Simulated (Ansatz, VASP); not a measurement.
## One calculation of BN, two programs

```xyz
6
Lattice="2.5061 0.0000 0.0000 -1.2531 2.1704 0.0000 0.0000 0.0000 9.6870" Properties=species:S:1:pos:R:3 pbc="T T T"
B     0.0000    0.0000    0.0024
B     1.2531    0.7235    3.2314
B     0.0000    1.4469    6.4604
N     1.2531    0.7235    0.0063
N     0.0000    1.4469    3.2353
N     0.0000    0.0000    6.4643
```

Change from the starting cell: strain along c alone, the other axes held, atoms relaxed: -2.0 %.

Alike in both runs: functional PBE; dispersion D3(BJ); k mesh 12 × 12 × 4; occupations gaussian, width 0.02 eV; no spin polarisation.

Ansatz relaxed the structure, and its values are those at the end. VASP's run is a single point on that final structure, the one shown.

|  | VASP | Ansatz |
| --- | --- | --- |
| version | VASP 6.6.1 | Ansatz 0.2.0 |
| potentials or method | VASP PAW PBE potentials, release 64 (B, N), cutoff 520 eV | scalar-relativistic, plane waves, PAW |
| valence electrons in the cell | 24 | 24 |

|  | VASP | Ansatz | Ansatz less VASP |
| --- | --- | --- | --- |
| gap on the k mesh at the Fermi level (eV) | 4.18 | 4.18 | +0.007 |
| least direct gap on the mesh (eV) | 4.70 | 4.70 | +0.003 |
| pressure (GPa) | 0.3 | 0.2 | -0.09 |

Ansatz's warnings: stress scf threshold loose.
